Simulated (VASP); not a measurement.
# Ru (Fm-3m) in VASP: a series of runs

Ru is run at these levels: PBE; tasks: single point.

Program: VASP 6.6.1. These are calculated values, not measurements. Logs are shortened: lines on timing, memory, paths and dates and some standing lists are left out, and cuts for length are marked.

### Step 1. The cell of the first run

The structure is cubic, space group Fm-3m (No. 225). Conventional cell: a = 3.811 Å, b = 3.811 Å, c = 3.811 Å, α = 90.00°, β = 90.00°, γ = 90.00°. Ru (site symmetry m-3m) has 12 Ru at 2.70 Å within 3.6 Å.

This isn't the form of Ru at room conditions, which is hcp.

### Step 2. Single point, PBE, collinear spin, ferromagnetic start

File INCAR:

```
ALGO = Normal
EDIFF = 1E-7
ENCUT = 520
GGA = PE
ISIF = 2
ISMEAR = -1
ISPIN = 2
LASPH = T
LCHARG = T
LELF = T
LMAXMIX = 4
LORBIT = 11
LREAL = F
LVHAR = T
LWAVE = F
MAGMOM = 1
NBANDS = 17
NELM = 150
PREC = Accurate
SIGMA = 0.05
```

File KPOINTS:

```
k-points
0
Gamma
  14 14 14
```

File POSCAR:

```
Ru
1.0
    0.0000000000      1.9056559081      1.9056559081
    1.9056559081      0.0000000000      1.9056559081
    1.9056559081      1.9056559081      0.0000000000
Ru
1
Direct
    0.0000000000      0.0000000000      0.0000000000
```

Potentials or basis: VASP PAW PBE potentials, release 64 (Ru_pv).

Command:

```console
$ cat potpaw_PBE.64/Ru_pv/POTCAR > POTCAR
$ mpirun -np 1 vasp_std > vasp.out
```

OUTCAR:

```text
EDIFF = 1E-7
   ENCUT = 520
   GGA = PE
   ISIF = 2
   ISMEAR = -1
   ISPIN = 2
   LASPH = T
   LORBIT = 11
   LREAL = F
   NELM = 150
   PREC = Accurate

 ion  position               nearest neighbor table
   1  0.000  0.000  0.000-

  LATTYP: Found a face centered cubic cell.
 ALAT       =     3.8113118162

  Lattice vectors:

 A1 = (   0.0000000000,   1.9056559081,   1.9056559081)
 A2 = (   1.9056559081,   0.0000000000,   1.9056559081)
 A3 = (   1.9056559081,   1.9056559081,   0.0000000000)

Analysis of symmetry for initial positions (statically):
=====================================================================
 Subroutine PRICEL returns:
 Original cell was already a primitive cell.

 Routine SETGRP: Setting up the symmetry group for a
 face centered cubic supercell.

 Subroutine GETGRP returns: Found 48 space group operations
 (whereof 48 operations were pure point group operations)
 out of a pool of 48 trial point group operations.

The static configuration has the point symmetry O_h .

Analysis of symmetry for dynamics (positions and initial velocities):
=====================================================================
 Subroutine PRICEL returns:
 Original cell was already a primitive cell.

 Routine SETGRP: Setting up the symmetry group for a
 face centered cubic supercell.

 Subroutine GETGRP returns: Found 48 space group operations
 (whereof 48 operations were pure point group operations)
 out of a pool of 48 trial point group operations.

The dynamic configuration has the point symmetry O_h .

Analysis of structural, dynamic, and magnetic symmetry:
=====================================================================
 Subroutine PRICEL returns:
 Original cell was already a primitive cell.

 Routine SETGRP: Setting up the symmetry group for a
 face centered cubic supercell.

 Subroutine GETGRP returns: Found 48 space group operations
 (whereof 48 operations were pure point group operations)
 out of a pool of 48 trial point group operations.

The overall configuration has the point symmetry O_h .

 Subroutine INISYM returns: Found 48 space group operations
 (whereof 48 operations are pure point group operations),
 and found     1 'primitive' translations

----------------------------------------------------------------------------------------

                                     Primitive cell

  volume of cell :      13.8409

  direct lattice vectors                    reciprocal lattice vectors
     0.000000000  1.905655908  1.905655908    -0.262376853  0.262376853  0.262376853
     1.905655908  0.000000000  1.905655908     0.262376853 -0.262376853  0.262376853
     1.905655908  1.905655908  0.000000000     0.262376853  0.262376853 -0.262376853

  length of vectors
     2.695004430  2.695004430  2.695004430     0.454450040  0.454450040  0.454450040

  position of ions in fractional coordinates (direct lattice)
     0.000000000  0.000000000  0.000000000

  ion indices of the primitive-cell ions
   primitive index   ion index
                 1           1

----------------------------------------------------------------------------------------

 KPOINTS: k-points

Automatic generation of k-mesh.
 Grid dimensions read from file:
 generate k-points for:   14   14   14

 Generating k-lattice:

  Cartesian coordinates                     Fractional coordinates (reciprocal lattice)
    -0.018741204  0.018741204  0.018741204     0.071428571  0.000000000  0.000000000
     0.018741204 -0.018741204  0.018741204     0.000000000  0.071428571  0.000000000
     0.018741204  0.018741204 -0.018741204     0.000000000  0.000000000  0.071428571

  Length of vectors
     0.032460717  0.032460717  0.032460717

  Shift w.r.t. Gamma in fractional coordinates (k-lattice)
     0.000000000  0.000000000  0.000000000

 Subroutine IBZKPT returns following result:
 ===========================================

 Found    104 irreducible k-points:

 Following reciprocal coordinates:
            Coordinates               Weight
  0.000000  0.000000  0.000000      1.000000
  0.071429  0.000000  0.000000      8.000000
  0.142857  0.000000  0.000000      8.000000
  0.214286  0.000000  0.000000      8.000000
  0.285714  0.000000  0.000000      8.000000
  0.357143  0.000000  0.000000      8.000000
[... 16 lines left out ...]
  0.214286  0.142857  0.000000     24.000000
  0.285714  0.142857  0.000000     24.000000
 [... further k-points ...]
   k-points           NKPTS =    104   k-points in BZ     NKDIM =    104   number of bands    NBANDS=     17
   number of dos      NEDOS =    301   number of ions     NIONS =      1
   total plane-waves  NPLWV =   8000
   dimension x,y,z NGX =    20 NGY =   20 NGZ =   20
   dimension x,y,z NGXF=    40 NGYF=   40 NGZF=   40
   ions per type =               1
   NGX,Y,Z   is equivalent  to a cutoff of  12.34, 12.34, 12.34 a.u.
   NGXF,Y,Z  is equivalent  to a cutoff of  24.67, 24.67, 24.67 a.u.
 SYSTEM =  unknown system
   PREC   = accura    normal or accurate (medium, high low for compatibility)
   ISTART =      0    job   : 0-new  1-cont  2-samecut
   ICHARG =      2    charge: 1-file 2-atom 10-const
   ISPIN  =      2    spin polarized calculation?
   LNONCOLLINEAR =      F non collinear calculations
   LSORBIT =      F    spin-orbit coupling
   LASPH  =      T    aspherical Exc in radial PAW
   ENCUT  =  520.0 eV  38.22 Ry    6.18 a.u.   5.01  5.01  5.01*2*pi/ulx,y,z
   NELM   =    150;   NELMIN=  2; NELMDL= -5     # of ELM steps
   EDIFF  = 0.1E-06   stopping-criterion for ELM
   LREAL  =      F    real-space projection
   EDIFFG = 0.1E-05   stopping-criterion for IOM
   NSW    =      0    number of steps for IOM
   IBRION =     -1    ionic relax: 0-MD 1-quasi-New 2-CG
   NFREE  =      0    steps in history (QN), initial steepest desc. (CG)
   ISIF   =      2    stress and relaxation
   ISYM   =      2    0-nonsym 1-usesym 2-fastsym
   POTIM  = 0.5000    time-step for ionic-motion
   TEBEG  =    0.0;   TEEND  =   0.0 temperature during run
   PSTRESS=    0.0 pullay stress
   NELECT =      14.0000    total number of electrons
   NUPDOWN=      -1.0000    fix difference up-down
   EMIN   =  10.00;   EMAX   =-10.00  energy-range for DOS
   EFERMI =   0.00;   METHOD = LEGACY
   ISMEAR =    -1;   SIGMA  =   0.05  broadening in eV -4-tet -1-fermi 0-gaus
   EFERMI_NEDOS =   21; number of points for ismear=-14 and -15
   IALGO  =     38    algorithm
   IMIX   =      4    mixing-type and parameters
     AMIX     =   0.40;   BMIX     =  1.00
     AMIX_MAG =   1.60;   BMIX_MAG =  1.00
  volume/ion in A,a.u.               =      13.84        93.40
  Fermi-wavevector in a.u.,A,eV,Ry     =   1.643349  3.105479 36.743819  2.700595
  Thomas-Fermi vector in A             =   2.733498
   LORBIT       =     11    0 simple, 1 ext, 2 COOP (PROOUT), +10 PAW based schemes
   GGA     = PE    functional components
   LHFCALC =     F    Hartree Fock is set to
   AEXX    =    0.0000 exact exchange contribution
   IVDW    =     0    specifies the selected vdW correction
   LEPSILON=     F    determine dielectric tensor
   LRPA    =     F    only Hartree local field effects (RPA)
 spin polarized calculation
  energy-cutoff  :      520.00
  volume of cell :       13.84
 maximum number of plane-waves:       388
   NGX =  9   NGY =  9   NGZ =  9

 number of electron      14.0000002 magnetization       0.0093513

 number of electron      14.0000002 magnetization      -0.0003997

 Free energy of the ion-electron system (eV)
  ---------------------------------------------------
  ext. energy  EPLUGINS =         0.00000000
  ---------------------------------------------------
  free energy    TOTEN  =        -9.11920564 eV

  energy without entropy =       -9.10685796  energy(sigma->0) =       -9.11303180

 E-fermi :  12.3665     XC(G=0): -13.9994

 val. band max:       12.3561986920   @ k =   0.0714   0.0714   0.0000
 cond. band min:      12.3839641557   @ k =   0.3571   0.2143   0.0714
 fundamental gap:      0.0277654637
 Fermi energy:        12.3664799176

 spin component 1

 k-point     1 :       0.0000    0.0000    0.0000
  band No.  band energies     occupation
      1     -30.0173      1.00000
      2     -30.0173      1.00000
      3     -30.0173      1.00000
      4       4.6159      1.00000
      5       9.9030      1.00000
      6       9.9030      1.00000
[... 9 lines left out ...]
     16      45.7594      0.00000
     17      45.7594      0.00000

 k-point     2 :       0.0714    0.0000    0.0000
  band No.  band energies     occupation
      1     -30.0693      1.00000
      2     -30.0241      1.00000
      3     -30.0241      1.00000
      4       4.8290      1.00000
      5       9.7943      1.00000
      6       9.9913      1.00000
[... 9 lines left out ...]
     16      44.4059      0.00000
     17      45.0082      0.00000
[... 421 lines left out ...]
 k-point    24 :       0.2857    0.1429    0.0000
  band No.  band energies     occupation
      1     -30.5222      1.00000
      2     -30.1551      1.00000
      3     -30.1445      1.00000
      4       6.9364      1.00000
      5       8.7142      1.00000
      6      10.2406      1.00000
[... 9 lines left out ...]
     16      39.8362      0.00000
     17      42.3009      0.00000

 [... further k-points ...]

 spin component 2

 k-point     1 :       0.0000    0.0000    0.0000
  band No.  band energies     occupation
      1     -30.0176      1.00000
      2     -30.0176      1.00000
      3     -30.0176      1.00000
      4       4.6157      1.00000
      5       9.9028      1.00000
      6       9.9028      1.00000
[... 9 lines left out ...]
     16      45.7592      0.00000
     17      45.7592      0.00000

 k-point     2 :       0.0714    0.0000    0.0000
  band No.  band energies     occupation
      1     -30.0696      1.00000
      2     -30.0244      1.00000
      3     -30.0244      1.00000
      4       4.8288      1.00000
      5       9.7941      1.00000
      6       9.9911      1.00000
[... 9 lines left out ...]
     16      44.4058      0.00000
     17      45.0080      0.00000
[... 421 lines left out ...]
 k-point    24 :       0.2857    0.1429    0.0000
  band No.  band energies     occupation
      1     -30.5225      1.00000
      2     -30.1554      1.00000
      3     -30.1448      1.00000
      4       6.9361      1.00000
      5       8.7140      1.00000
      6      10.2404      1.00000
[... 9 lines left out ...]
     16      39.8360      0.00000
     17      42.3008      0.00000

 [... further k-points ...]
[... 5 lines left out ...]
  --------------------------------------------------------------------------------------
  -------------------------------------------------------------------------------------
  Total       -0.0204215     -0.0204215     -0.0204215      0.0000000      0.0000000      0.0000000
  in kB       -2.3639314     -2.3639314     -2.3639314      0.0000000      0.0000000      0.0000000
  external PRESSURE =      -2.3639314 kB  Pullay stress =       0.0000000 kB

 VOLUME and BASIS-vectors are now :
 -----------------------------------------------------------------------------
  energy-cutoff  :      520.00
  volume of cell :       13.84
      direct lattice vectors                 reciprocal lattice vectors
     0.000000000  1.905655908  1.905655908    -0.262376853  0.262376853  0.262376853
     1.905655908  0.000000000  1.905655908     0.262376853 -0.262376853  0.262376853
     1.905655908  1.905655908  0.000000000     0.262376853  0.262376853 -0.262376853

 POSITION                                       TOTAL-FORCE (eV/Angst)
 -----------------------------------------------------------------------------------
      0.00000      0.00000      0.00000         0.000000      0.000000      0.000000
 -----------------------------------------------------------------------------------
    total drift:                                0.000000      0.000000      0.000000

  FREE ENERGIE OF THE ION-ELECTRON SYSTEM (eV)
  ---------------------------------------------------
  free  energy   TOTEN  =        -9.1192056366 eV

  energy  without entropy=       -9.1068579595  energy(sigma->0) =       -9.11303180

 total charge

# of ion       s       p       d       tot
------------------------------------------
    1        0.401   6.296   5.934  12.630

 magnetization (x)

# of ion       s       p       d       tot
------------------------------------------
    1        0.000  -0.000  -0.000  -0.000
```

It took 44 s on 1 thread of Intel Xeon 8259CL, shared host; peak memory 0.16 GiB.

What came out:

* Free energy: -9.1192 eV
* Pressure: -0.2 GPa
* Band gap on the k mesh: zero (filled and empty bands overlap)
* Net moment: 0.00 μB per cell
* Valence electrons inside the program's atomic spheres: Ru 12.63

Levels at points of the mesh, in eV from the Fermi level:
Spin up:
```csv
k point,band 4,band 5,band 6,band 7,band 8,band 9,band 10,band 11
"(0.00, 0.00, 0.00)",-7.75,-2.46,-2.46,-2.46,-0.09,-0.09,10.60,15.12
"(0.50, 0.00, 0.00)",-5.88,-2.58,-2.58,1.06,1.73,1.73,9.90,10.61
"(0.50, 0.50, 0.00)",-6.18,-5.71,1.69,2.23,2.23,3.65,10.60,13.39
```
Spin down:
```csv
k point,band 3,band 4,band 5,band 6,band 7,band 8,band 9,band 10,band 11,band 12
"(0.00, 0.00, 0.00)",-42.38,-7.75,-2.46,-2.46,-2.46,-0.09,-0.09,10.60,15.12,20.75
"(0.50, 0.00, 0.00)",-42.52,-5.88,-2.59,-2.59,1.06,1.73,1.73,9.90,10.60,14.71
"(0.50, 0.50, 0.00)",-42.75,-6.18,-5.71,1.68,2.23,2.23,3.65,10.60,13.39,13.39
```

### Step 3. Single point, PBE, collinear spin, ferromagnetic start (12.18 Å³/atom)

This run uses another cell than the first one, of 12.18 Å³/atom.

File INCAR:

```
SYSTEM = Ru
ALGO = Normal
EDIFF = 1E-7
ENCUT = 520
GGA = PE
ISIF = 2
ISMEAR = -1
ISPIN = 2
LASPH = .TRUE.
LCHARG = .FALSE.
LMAXMIX = 4
LORBIT = 11
LREAL = .FALSE.
LWAVE = .FALSE.
MAGMOM = 1
NBANDS = 17
NELM = 150
PREC = Accurate
SIGMA = 0.05
```

File KPOINTS:

```
k-points
0
G
  16 16 16
  0 0 0
```

File POSCAR:

```
Ru
1.0
    0.0000000000      1.8261595118      1.8261595118
    1.8261595118      0.0000000000      1.8261595118
    1.8261595118      1.8261595118      0.0000000000
Ru
1
Direct
    0.0000000000      0.0000000000      0.0000000000
```

Potentials or basis: VASP PAW PBE potentials, release 64 (Ru_pv).

Command:

```console
$ cat potpaw_PBE.64/Ru_pv/POTCAR > POTCAR
$ mpirun -np 1 vasp_std > vasp.out
```

It took 62 s on 1 thread of Intel Xeon 8259CL, shared host; peak memory 0.17 GiB.

The run converged. Its results:

```yaml
Free_energy: -8.8813 eV
Pressure: 53.1 GPa
Band_gap_on_the_k_mesh: zero (filled and empty bands overlap)
Net_moment: 0.00 μB per cell
Valence_electrons_inside_the_program's_atomic_spheres: Ru 12.93
```

Levels at points of the mesh, in eV from the Fermi level:
Spin up:
```
           k point  band 3  band 4  band 5  band 6  band 7  band 8  band 9  band 10  band 11  band 12
(0.00, 0.00, 0.00)  -42.48   -8.58   -3.09   -3.09   -3.09   -0.19   -0.19    10.39    14.86    21.24
(0.50, 0.00, 0.00)  -42.68   -6.99   -3.25   -3.25    1.12    2.03    2.03    10.38    11.56    14.53
(0.50, 0.50, 0.00)  -43.02   -7.50   -6.97    1.99    2.65    2.65    4.06    10.38    14.21    14.21
```
Spin down:
| k point | band 3 | band 4 | band 5 | band 6 | band 7 | band 8 | band 9 | band 10 | band 11 | band 12 |
| --- | --- | --- | --- | --- | --- | --- | --- | --- | --- | --- |
| (0.00, 0.00, 0.00) | -42.48 | -8.58 | -3.09 | -3.09 | -3.09 | -0.19 | -0.19 | 10.39 | 14.86 | 21.24 |
| (0.50, 0.00, 0.00) | -42.68 | -6.99 | -3.25 | -3.25 | 1.12 | 2.03 | 2.03 | 10.38 | 11.56 | 14.53 |
| (0.50, 0.50, 0.00) | -43.02 | -7.50 | -6.97 | 1.99 | 2.65 | 2.65 | 4.06 | 10.38 | 14.21 | 14.21 |

Caveat: the cell stands under pressure; an empty level that is flat over the whole mesh can mark a ghost state of the potentials, or a narrow d or f band.

### Step 4. Single point, PBE, collinear spin, ferromagnetic start (12.73 Å³/atom)

This run uses another cell than the first one, of 12.73 Å³/atom.

File INCAR:

```
PREC = Accurate
ENCUT = 520
EDIFF = 1E-6
ISMEAR = -1
SIGMA = 0.05
LREAL = False
LASPH = True
NELM = 150
ALGO = Normal
ISIF = 2
LWAVE = False
LCHARG = False
ISPIN = 2
MAGMOM = 1
LORBIT = 11
LMAXMIX = 4
GGA = PE
NBANDS = 17
```

File KPOINTS:

```
Automatic mesh
0
Gamma
  16 16 16
```

File POSCAR:

```
Ru
1.0
    0.0000000000      1.8534196429      1.8534196429
    1.8534196429      0.0000000000      1.8534196429
    1.8534196429      1.8534196429      0.0000000000
Ru
1
Direct
    0.0000000000      0.0000000000      0.0000000000
```

Command:

```console
$ cat potpaw_PBE.64/Ru_pv/POTCAR > POTCAR
$ mpirun -np 1 vasp_std > vasp.out
```

Wall time 55 s (1 thread of Intel Xeon 8259CL, shared host); peak memory 0.17 GiB.

Results (log left out):

| Quantity | Value |
| --- | --- |
| Free energy | -9.0256 eV |
| Pressure | 30.9 GPa |
| Band gap on the k mesh | zero (filled and empty bands overlap) |
| Net moment | 0.00 μB per cell |
| Valence electrons inside the program's atomic spheres | Ru 12.82 |

Levels at points of the mesh, in eV from the Fermi level:
Spin up:
```tsv
k point	band 5	band 6	band 7	band 8	band 9	band 10
(0.00, 0.00, 0.00)	-2.89	-2.89	-2.89	-0.18	-0.18	10.42
(0.50, 0.00, 0.00)	-3.03	-3.03	1.06	1.89	1.89	10.42
(0.50, 0.50, 0.00)	-6.53	1.85	2.47	2.47	3.87	10.42
```
Spin down:
```tsv
k point	band 5	band 6	band 7	band 8	band 9	band 10
(0.00, 0.00, 0.00)	-2.89	-2.89	-2.89	-0.18	-0.18	10.42
(0.50, 0.00, 0.00)	-3.03	-3.03	1.06	1.89	1.89	10.42
(0.50, 0.50, 0.00)	-6.53	1.85	2.47	2.47	3.87	10.42
```

Caveat: the cell stands under pressure.

### Step 5. Single point, PBE, collinear spin, ferromagnetic start (13.29 Å³/atom)

This run uses another cell than the first one, of 13.29 Å³/atom.

File INCAR:

```
SYSTEM = Ru
PREC = Accurate
ENCUT = 520
EDIFF = 1E-6
ISMEAR = -1
SIGMA = 0.05
LREAL = .False.
LASPH = .True.
NELM = 150
ALGO = Normal
ISIF = 2
LWAVE = .False.
LCHARG = .False.
ISPIN = 2
MAGMOM = 1
LORBIT = 11
LMAXMIX = 4
GGA = PE
NBANDS = 17
```

File KPOINTS:

```
Automatic mesh
0
Gamma
  16 16 16
  0 0 0
```

File POSCAR:

```
Ru
1.0
    0.0000000000      1.8799006440      1.8799006440
    1.8799006440      0.0000000000      1.8799006440
    1.8799006440      1.8799006440      0.0000000000
Ru
1
Direct
    0.0000000000      0.0000000000      0.0000000000
```

Command:

```console
$ cat potpaw_PBE.64/Ru_pv/POTCAR > POTCAR
$ mpirun -np 1 vasp_std > vasp.out
```

It took 51 s on 1 thread of Intel Xeon 8259CL, shared host; peak memory 0.17 GiB.

Results (log left out):

| Property | Result |
| --- | --- |
| Free energy | -9.1020 eV |
| Pressure | 13.2 GPa |
| Band gap on the k mesh | zero (filled and empty bands overlap) |
| Net moment | 0.00 μB per cell |
| Valence electrons inside the program's atomic spheres | Ru 12.72 |

Levels at points of the mesh, in eV from the Fermi level:
Spin up:
```
           k point  band 4  band 5  band 6  band 7  band 8  band 9  band 10  band 11
(0.00, 0.00, 0.00)   -8.07   -2.71   -2.71   -2.71   -0.17   -0.17    10.47    14.99
(0.50, 0.00, 0.00)   -6.28   -2.84   -2.84    1.01    1.77    1.77    10.32    10.49
(0.50, 0.50, 0.00)   -6.63   -6.14    1.72    2.30    2.30    3.71    10.47    13.59
```
Spin down:
```
           k point  band 3  band 4  band 5  band 6  band 7  band 8  band 9  band 10  band 11  band 12
(0.00, 0.00, 0.00)  -42.47   -8.07   -2.71   -2.71   -2.71   -0.17   -0.17    10.47    14.99    20.87
(0.50, 0.00, 0.00)  -42.63   -6.28   -2.84   -2.84    1.01    1.77    1.77    10.32    10.49    14.61
(0.50, 0.50, 0.00)  -42.89   -6.63   -6.14    1.72    2.30    2.30    3.71    10.47    13.59    13.59
```

Caveat: the cell stands under pressure.

### Step 6. Summary

```csv
cell,k mesh,gap on the mesh (eV),pressure (GPa),moment (μB)
"a = 2.695 Å, angles 60.0°, 1 atom",14 × 14 × 14,none,-0.2,0.00
"a = 2.583 Å, angles 60.0°, 1 atom",16 × 16 × 16,none,53.1,0.00
"a = 2.621 Å, angles 60.0°, 1 atom",16 × 16 × 16,none,30.9,0.00
"a = 2.659 Å, angles 60.0°, 1 atom",16 × 16 × 16,none,13.2,0.00
```

Alike in all rows: task single point; level PBE; potentials or basis VASP PAW PBE potentials, release 64 (Ru_pv); spin collinear, ferromagnetic start; cutoff (eV) 520; smearing fermi-dirac 0.05 eV.

Caveats: the cell stands under pressure (at least some runs); an empty level that is flat over the whole mesh can mark a ghost state of the potentials, or a narrow d or f band (at least some runs).

Total energies depend on the potentials used, so only differences within one code and one set of settings carry meaning.
